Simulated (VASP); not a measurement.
**MnO: relaxation of shape and atoms at fixed volume with RPBE+U**

The system is MnO.

```
Mn O
1.0
     3.72399    0.00000    0.00000
    -1.86200    3.22507    0.00000
     0.00000    0.00000    4.57844
Mn O
2 2
Direct
  0.33333 0.66667 0.94321
  0.66667 0.33333 0.44322
  0.33333 0.66667 0.44322
  0.66667 0.33333 0.94322
```

```
Program                : VASP 6.6.1
Task                   : relaxation of shape and atoms at fixed volume
Functional             : RPBE
Potentials or basis    : VASP PAW PBE potentials, release 64 (Mn_pv, O)
Cutoff                 : 600 eV
k mesh                 : 8 × 8 × 4
Occupations            : gaussian, width 0.05 eV
Spin                   : collinear spin, ferromagnetic start
Starting moments       : [4.63, 4.63, 0.13, 0.13] μB
Hubbard terms          : Mn d U = 3.9 eV
Dipole correction      : no
Further INCAR settings : ALGO = Normal; EDIFF = 1e-06; IBRION = 2; EDIFFG = -0.01; NSW = 60; ISIF = 4
```

```yaml
Energy_gained_by_relaxing: 0.3 meV/atom
Ionic_steps: 4
Pressure_after_relaxing: 1.6 GPa
Band_gap_on_the_k_mesh: zero (filled and empty bands overlap)
Net_moment: 10.00 μB per cell
Site_moments: Mn +4.63; O +0.10 μB
Valence_electrons_inside_the_program's_atomic_spheres: Mn 11.30; O 5.00
```

The path:
| step | energy change (eV) | largest force (eV/Å) | pressure (GPa) | volume (Å³) |
| --- | --- | --- | --- | --- |
| 1 | 0.0000 | 0.0000 | 1.53 | 54.99 |
| 2 | -0.0007 | 0.0000 | 1.55 | 54.99 |
| 3 | -0.0012 | 0.0000 | 1.57 | 54.99 |
| 4 | -0.0013 | 0.0000 | 1.55 | 54.99 |

Final structure:
```
CELL_PARAMETERS angstrom
3.73867 0.00000 0.00000
-1.86933 3.23778 0.00000
0.00000 0.00000 4.54257
ATOMIC_POSITIONS crystal
Mn 0.33333 0.66667 0.94322
Mn 0.66667 0.33333 0.44322
O 0.33333 0.66667 0.44322
O 0.66667 0.33333 0.94322
```

Levels at points of the mesh, in eV from the Fermi level:
Spin up:
| k point | band 20 | band 21 | band 22 | band 23 | band 24 | band 25 | band 26 | band 27 | band 28 |
| --- | --- | --- | --- | --- | --- | --- | --- | --- | --- |
| (0.00, 0.00, 0.00) | -2.23 | -0.83 | -0.83 | -0.31 | -0.31 | -0.13 | 5.40 | 8.22 | 10.01 |
| (0.50, 0.00, 0.00) | -2.51 | -2.45 | -2.29 | -2.07 | -1.54 | 4.77 | 4.94 | 7.64 | 8.61 |
| (0.00, 0.00, 0.50) | -1.90 | -0.45 | -0.45 | -0.45 | -0.45 | 3.39 | 3.39 | 9.95 | 9.95 |
| (0.50, 0.00, 0.50) | -2.60 | -1.76 | -1.76 | -0.27 | -0.27 | 4.86 | 4.86 | 7.49 | 7.49 |
Spin down:
```tsv
k point	band 11	band 12	band 13	band 14	band 15	band 16	band 17	band 18
(0.00, 0.00, 0.00)	-3.64	-3.11	-3.11	-2.02	1.14	3.58	3.58	4.11
(0.50, 0.00, 0.00)	-3.74	-3.63	-3.06	-2.57	2.94	3.04	3.38	4.37
(0.00, 0.00, 0.50)	-3.44	-3.44	-3.44	-3.44	3.20	3.20	4.60	4.60
(0.50, 0.00, 0.50)	-3.28	-3.28	-3.08	-3.08	3.40	3.40	4.33	4.33
```

Eigenvalues of the final occupation matrices:
| site | spin | trace | eigenvalues |
| --- | --- | --- | --- |
| site 1 d | 1 | 4.76 | 0.94 0.94 0.95 0.95 0.97 |
| site 1 d | 2 | 0.19 | 0.02 0.02 0.04 0.04 0.07 |
| site 2 d | 1 | 4.76 | 0.94 0.94 0.95 0.95 0.97 |
| site 2 d | 2 | 0.19 | 0.02 0.02 0.04 0.04 0.07 |

It took 110 s on 1 thread of Intel(R) Xeon(R) 6975P-C (Granite Rapids), on a shared host, peak memory 0.26 GiB.

Caveat: the PAW data sets were made with another functional, which shifts forces and pressure a little; only a ferromagnetic start was run, and an antiferromagnetic order may lie lower in energy. The state reached can hang on the start; a lower one may exist.
